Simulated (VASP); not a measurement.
# TaN (P6/mmm) in VASP: notebook

TaN is run at these levels: r2SCAN; tasks: single point.

All numbers are computed with VASP 6.6.1; they aren't measurements. Logs are shortened: lines on timing, memory, paths and dates and some standing lists are left out, and cuts for length are marked.

### Step 1. The cell of the first run

It takes space group P6/mmm (No. 191, hexagonal). Conventional cell: a = 5.103 Å, b = 5.103 Å, c = 2.859 Å, α = 90.00°, β = 90.00°, γ = 120.00°. Ta (site symmetry 6/mmm) has 6 N at 2.55 Å and 14 Ta at 2.86 to 3.27 Å within 3.4 Å. Ta (site symmetry -6m2) has 6 N at 2.05 Å within 2.7 Å. Within 2.7 Å of N (site symmetry mmm) lie 6 Ta at 2.05 to 2.55 Å and 4 N at 2.55 Å.

### Step 2. Single point, r2SCAN

Contents of POSCAR:

```
TaN
1.0
    5.1029999488      0.0000000000      0.0000000000
   -2.5514999744      4.4193277179      0.0000000000
    0.0000000000      0.0000000000      2.8587023408
Ta N
3 3
Direct
    0.0000000000      0.0000000000      0.0000000000
    0.3333333333      0.6666666667      0.5000000000
    0.6666666667      0.3333333333      0.5000000000
    0.5000000000      0.0000000000      0.0000000000
    0.5000000000      0.5000000000      0.0000000000
    0.0000000000      0.5000000000      0.0000000000
```

Contents of INCAR.step1:

```
PREC = Accurate
ENCUT = 520
ISMEAR = 0
SIGMA = 0.1
LREAL = F
LASPH = T
NELM = 60
NBANDS = 33
GGA = PE
ALGO = Normal
EDIFF = 1E-4
LWAVE = T
LCHARG = F
```

Contents of INCAR.step2:

```
PREC = Accurate
ENCUT = 520
EDIFF = 1E-6
ISMEAR = 0
SIGMA = 0.1
LREAL = F
LASPH = T
NELM = 60
ALGO = Normal
ISIF = 2
LWAVE = F
LCHARG = T
METAGGA = R2SCAN
LMIXTAU = T
LELF = T
LVHAR = T
NBANDS = 33
ISTART = 1
```

Contents of KPOINTS:

```
regular mesh
0
Gamma
  5 5 8
```

Potentials or basis: VASP PAW PBE potentials, release 64 (Ta_pv, N).

Run with:

```
$ cat potpaw_PBE.64/Ta_pv/POTCAR potpaw_PBE.64/N/POTCAR > POTCAR
$ cp INCAR.step1 INCAR
$ mpirun -np 1 vasp_std > vasp.out
$ cp INCAR.step2 INCAR
$ mpirun -np 1 vasp_std > vasp.out
```

OUTCAR:

```text
PREC = Accurate
   ENCUT = 520
   EDIFF = 1E-6
   ISMEAR = 0
   LREAL = F
   LASPH = T
   NELM = 60
   ISIF = 2
   METAGGA = R2SCAN
   ISTART = 1

 ion  position               nearest neighbor table
   1  0.000  0.000  0.000-   4 2.55   4 2.55   6 2.55   6 2.55   5 2.55   5 2.55   3 3.27   3 3.27
                             2 3.27   2 3.27   2 3.27   3 3.27   2 3.27   3 3.27   2 3.27   3 3.27
   2  0.333  0.667  0.500-   6 2.05   6 2.05   5 2.05   5 2.05   4 2.05   4 2.05   3 2.95   3 2.95
                             3 2.95   1 3.27   1 3.27   1 3.27   1 3.27   1 3.27   1 3.27
   3  0.667  0.333  0.500-   6 2.05   6 2.05   5 2.05   5 2.05   4 2.05   4 2.05   2 2.95   2 2.95
                             2 2.95   1 3.27   1 3.27   1 3.27   1 3.27   1 3.27   1 3.27
   4  0.500  0.000  0.000-   2 2.05   3 2.05   2 2.05   3 2.05   1 2.55   1 2.55
   5  0.500  0.500  0.000-   2 2.05   3 2.05   2 2.05   3 2.05   1 2.55   1 2.55
   6  0.000  0.500  0.000-   2 2.05   3 2.05   2 2.05   3 2.05   1 2.55   1 2.55

  LATTYP: Found a hexagonal cell.
 ALAT       =     5.1029999488
 C/A-ratio  =     0.5602003468

  Lattice vectors:

 A1 = (   5.1029999488,   0.0000000000,   0.0000000000)
 A2 = (  -2.5514999744,   4.4193277179,   0.0000000000)
 A3 = (   0.0000000000,   0.0000000000,   2.8587023408)

Analysis of symmetry for initial positions (statically):
=====================================================================
 Subroutine PRICEL returns:
 Original cell was already a primitive cell.

 Routine SETGRP: Setting up the symmetry group for a
 hexagonal supercell.

 Subroutine GETGRP returns: Found 24 space group operations
 (whereof 24 operations were pure point group operations)
 out of a pool of 24 trial point group operations.

The static configuration has the point symmetry D_6h.

Analysis of symmetry for dynamics (positions and initial velocities):
=====================================================================
 Subroutine PRICEL returns:
 Original cell was already a primitive cell.

 Routine SETGRP: Setting up the symmetry group for a
 hexagonal supercell.

 Subroutine GETGRP returns: Found 24 space group operations
 (whereof 24 operations were pure point group operations)
 out of a pool of 24 trial point group operations.

The dynamic configuration has the point symmetry D_6h.

 Subroutine INISYM returns: Found 24 space group operations
 (whereof 24 operations are pure point group operations),
 and found     1 'primitive' translations

----------------------------------------------------------------------------------------

                                     Primitive cell

  volume of cell :      64.4690

  direct lattice vectors                    reciprocal lattice vectors
     5.102999949  0.000000000  0.000000000     0.195963161  0.113139380  0.000000000
    -2.551499974  4.419327718  0.000000000     0.000000000  0.226278761  0.000000000
     0.000000000  0.000000000  2.858702341     0.000000000  0.000000000  0.349809067

  length of vectors
     5.102999949  5.103000059  2.858702341     0.226278766  0.226278761  0.349809067

  position of ions in fractional coordinates (direct lattice)
     0.000000000  0.000000000  0.000000000
     0.333333333  0.666666667  0.500000000
     0.666666667  0.333333333  0.500000000
     0.500000000  0.000000000  0.000000000
     0.500000000  0.500000000  0.000000000
     1.000000000  0.500000000  0.000000000

  ion indices of the primitive-cell ions
   primitive index   ion index
                 1           1
                 2           2
                 3           3
                 4           4
                 5           5
                 6           6

----------------------------------------------------------------------------------------

 KPOINTS: regular mesh

Automatic generation of k-mesh.
 Grid dimensions read from file:
 generate k-points for:    5    5    8

 Generating k-lattice:

  Cartesian coordinates                     Fractional coordinates (reciprocal lattice)
     0.039192632  0.022627876  0.000000000     0.200000000 -0.000000000  0.000000000
     0.000000000  0.045255752  0.000000000     0.000000000  0.200000000  0.000000000
     0.000000000  0.000000000  0.043726133     0.000000000  0.000000000  0.125000000

  Length of vectors
     0.045255753  0.045255752  0.043726133

  Shift w.r.t. Gamma in fractional coordinates (k-lattice)
     0.000000000  0.000000000  0.000000000

 Subroutine IBZKPT returns following result:
 ===========================================

 Found     25 irreducible k-points:

 Following reciprocal coordinates:
            Coordinates               Weight
  0.000000  0.000000  0.000000      1.000000
  0.200000  0.000000  0.000000      6.000000
  0.400000 -0.000000  0.000000      6.000000
  0.200000  0.200000  0.000000      6.000000
  0.400000  0.200000  0.000000      6.000000
  0.000000  0.000000  0.125000      2.000000
[... 16 lines left out ...]
  0.400000 -0.000000  0.500000      6.000000
  0.200000  0.200000  0.500000      6.000000
   k-points           NKPTS =     25   k-points in BZ     NKDIM =     25   number of bands    NBANDS=     33
   number of dos      NEDOS =    301   number of ions     NIONS =      6
   total plane-waves  NPLWV =  38400
   dimension x,y,z NGX =    40 NGY =   40 NGZ =   24
   dimension x,y,z NGXF=    80 NGYF=   80 NGZF=   48
   ions per type =               3   3
   NGX,Y,Z   is equivalent  to a cutoff of  13.03, 13.03, 13.96 a.u.
   NGXF,Y,Z  is equivalent  to a cutoff of  26.06, 26.06, 27.91 a.u.
 SYSTEM =  unknown system
   PREC   = accura    normal or accurate (medium, high low for compatibility)
   ISTART =      1    job   : 0-new  1-cont  2-samecut
   ICHARG =      0    charge: 1-file 2-atom 10-const
   ISPIN  =      1    spin polarized calculation?
   LNONCOLLINEAR =      F non collinear calculations
   LSORBIT =      F    spin-orbit coupling
   LASPH  =      T    aspherical Exc in radial PAW
   ENCUT  =  520.0 eV  38.22 Ry    6.18 a.u.   9.49  9.49  5.32*2*pi/ulx,y,z
   NELM   =     60;   NELMIN=  2; NELMDL=  0     # of ELM steps
   EDIFF  = 0.1E-05   stopping-criterion for ELM
   LREAL  =      F    real-space projection
   EDIFFG = 0.1E-04   stopping-criterion for IOM
   NSW    =      0    number of steps for IOM
   IBRION =     -1    ionic relax: 0-MD 1-quasi-New 2-CG
   NFREE  =      0    steps in history (QN), initial steepest desc. (CG)
   ISIF   =      2    stress and relaxation
   ISYM   =      2    0-nonsym 1-usesym 2-fastsym
   POTIM  = 0.5000    time-step for ionic-motion
   TEBEG  =    0.0;   TEEND  =   0.0 temperature during run
   PSTRESS=    0.0 pullay stress
   NELECT =      48.0000    total number of electrons
   NUPDOWN=      -1.0000    fix difference up-down
   EMIN   =  10.00;   EMAX   =-10.00  energy-range for DOS
   EFERMI =   0.00;   METHOD = LEGACY
   ISMEAR =     0;   SIGMA  =   0.10  broadening in eV -4-tet -1-fermi 0-gaus
   EFERMI_NEDOS =   21; number of points for ismear=-14 and -15
   IALGO  =     38    algorithm
   IMIX   =      4    mixing-type and parameters
     AMIX     =   0.40;   BMIX     =  1.00
     AMIX_MAG =   1.60;   BMIX_MAG =  1.00
  volume/ion in A,a.u.               =      10.74        72.51
  Fermi-wavevector in a.u.,A,eV,Ry     =   1.483787  2.803952 29.954927  2.201625
  Thomas-Fermi vector in A             =   2.597405
   LORBIT       =      0    0 simple, 1 ext, 2 COOP (PROOUT), +10 PAW based schemes
   METAGGA = R2SCAN    functional components
   LHFCALC =     F    Hartree Fock is set to
   AEXX    =    0.0000 exact exchange contribution
   IVDW    =     0    specifies the selected vdW correction
   LEPSILON=     F    determine dielectric tensor
   LRPA    =     F    only Hartree local field effects (RPA)
 non-spin polarized calculation
 Gauss-broadening in eV      SIGMA  =   0.10
  energy-cutoff  :      520.00
  volume of cell :       64.47
 maximum number of plane-waves:      1763
 NGX is ok and might be reduce to    40
   NGX = 19   NGY = 19   NGZ = 11

 number of electron      47.9999993 magnetization

 Free energy of the ion-electron system (eV)
  ---------------------------------------------------
  ext. energy  EPLUGINS =         0.00000000
  ---------------------------------------------------
  free energy    TOTEN  =      -178.04712545 eV

  energy without entropy =     -178.04476946  energy(sigma->0) =     -178.04594745

 E-fermi :   8.8081     XC(G=0): -14.3632

 val. band max:        8.7887403316   @ k =   0.0000   0.0000   0.3750
 cond. band min:       8.9040449002   @ k =   0.2000   0.0000   0.2500
 fundamental gap:      0.1153045686
 Fermi energy:         8.8081146161

 k-point     1 :       0.0000    0.0000    0.0000
  band No.  band energies     occupation
      1     -28.8496      2.00000
      2     -28.8496      2.00000
      3     -28.3684      2.00000
      4     -28.3684      2.00000
      5     -28.1076      2.00000
      6     -27.9605      2.00000
[... 25 lines left out ...]
     32      12.3600      0.00000
     33      12.3600      0.00000

 k-point     2 :       0.2000    0.0000    0.0000
  band No.  band energies     occupation
      1     -28.8843      2.00000
      2     -28.8276      2.00000
      3     -28.3430      2.00000
      4     -28.3197      2.00000
      5     -28.0924      2.00000
      6     -28.0151      2.00000
[... 25 lines left out ...]
     32      12.5440      0.00000
     33      12.7348      0.00000

 k-point     3 :       0.4000   -0.0000    0.0000
  band No.  band energies     occupation
      1     -28.9315      2.00000
      2     -28.7358      2.00000
      3     -28.4222      2.00000
      4     -28.2429      2.00000
      5     -28.0573      2.00000
      6     -28.0387      2.00000
[... 25 lines left out ...]
     32      12.7875      0.00000
     33      12.9978      0.00000

 k-point     4 :       0.2000    0.2000    0.0000
  band No.  band energies     occupation
      1     -28.9069      2.00000
      2     -28.7788      2.00000
      3     -28.4011      2.00000
      4     -28.2538      2.00000
      5     -28.0661      2.00000
      6     -28.0403      2.00000
[... 673 lines left out ...]
     32      13.4486      0.00000
     33      13.9959      0.00000

 k-point    23 :       0.4000   -0.0000    0.5000
  band No.  band energies     occupation
      1     -29.1890      2.00000
      2     -29.0344      2.00000
      3     -28.6669      2.00000
      4     -28.5439      2.00000
      5     -28.2553      2.00000
      6     -28.0935      2.00000
[... 25 lines left out ...]
     32      13.5489      0.00000
     33      14.9521      0.00000

 k-point    24 :       0.2000    0.2000    0.5000
  band No.  band energies     occupation
      1     -29.1989      2.00000
      2     -29.0218      2.00000
      3     -28.6789      2.00000
      4     -28.5314      2.00000
      5     -28.2560      2.00000
      6     -28.0920      2.00000
[... 25 lines left out ...]
     32      13.2275      0.00000
     33      14.7914      0.00000

 [... further k-points ...]
[... 5 lines left out ...]
  --------------------------------------------------------------------------------------
  -------------------------------------------------------------------------------------
  Total        9.9211856      9.9211862     12.3910273      0.0000000      0.0000000      0.0000000
  in kB      246.5604689    246.5604830    307.9407676      0.0000000      0.0000000      0.0000000
  external PRESSURE =     267.0205732 kB  Pullay stress =       0.0000000 kB

 VOLUME and BASIS-vectors are now :
 -----------------------------------------------------------------------------
  energy-cutoff  :      520.00
  volume of cell :       64.47
      direct lattice vectors                 reciprocal lattice vectors
     5.102999949  0.000000000  0.000000000     0.195963161  0.113139380  0.000000000
    -2.551499974  4.419327718  0.000000000     0.000000000  0.226278761  0.000000000
     0.000000000  0.000000000  2.858702341     0.000000000  0.000000000  0.349809067

 POSITION                                       TOTAL-FORCE (eV/Angst)
 -----------------------------------------------------------------------------------
      0.00000      0.00000      0.00000        -0.000000     -0.000000      0.000000
     -0.00000      2.94622      1.42935        -0.000000      0.000000      0.000000
      2.55150      1.47311      1.42935         0.000000     -0.000000      0.000000
      2.55150      0.00000      0.00000        -0.000000     -0.000000      0.000000
      1.27575      2.20966      0.00000        -0.000000     -0.000000      0.000000
     -1.27575      2.20966      0.00000        -0.000000     -0.000000      0.000000
 -----------------------------------------------------------------------------------
    total drift:                               -0.000000      0.000000     -0.000000

  FREE ENERGIE OF THE ION-ELECTRON SYSTEM (eV)
  ---------------------------------------------------
  free  energy   TOTEN  =      -178.0471254546 eV

  energy  without entropy=     -178.0447694554  energy(sigma->0) =     -178.04594745
```

Run time: 1.7 min. Hardware: 1 thread of Intel Xeon 6975P-C (Granite Rapids), shared host; peak memory 0.21 GiB.

What came out:

| Property | Result |
| --- | --- |
| Free energy | -178.0471 eV |
| Pressure | 26.7 GPa |
| Band gap on the k mesh | zero (band 24 reaches 9.89 eV, above the bottom of band 25 at 7.49 eV) |

Stress tensor (GPa, compression positive):
```
24.66  0.00  0.00
 0.00 24.66  0.00
 0.00  0.00 30.79
```

Levels at points of the mesh, in eV from the Fermi level:
```csv
k point,band 20,band 21,band 22,band 23,band 24,band 25,band 26,band 27,band 28,band 29
"(0.00, 0.00, 0.00)",-3.45,-3.45,-2.94,-2.33,-1.32,-1.32,0.90,0.90,1.68,2.47
"(0.00, 0.00, 0.50)",-4.28,-3.58,-3.58,-2.28,1.08,1.08,1.49,2.34,2.75,2.75
```

Caveat: the PAW data sets were made with another functional, which shifts forces and pressure a little; spin-orbit coupling is left out, which moves the levels of the heavy elements.

[end of part 1 of 3]
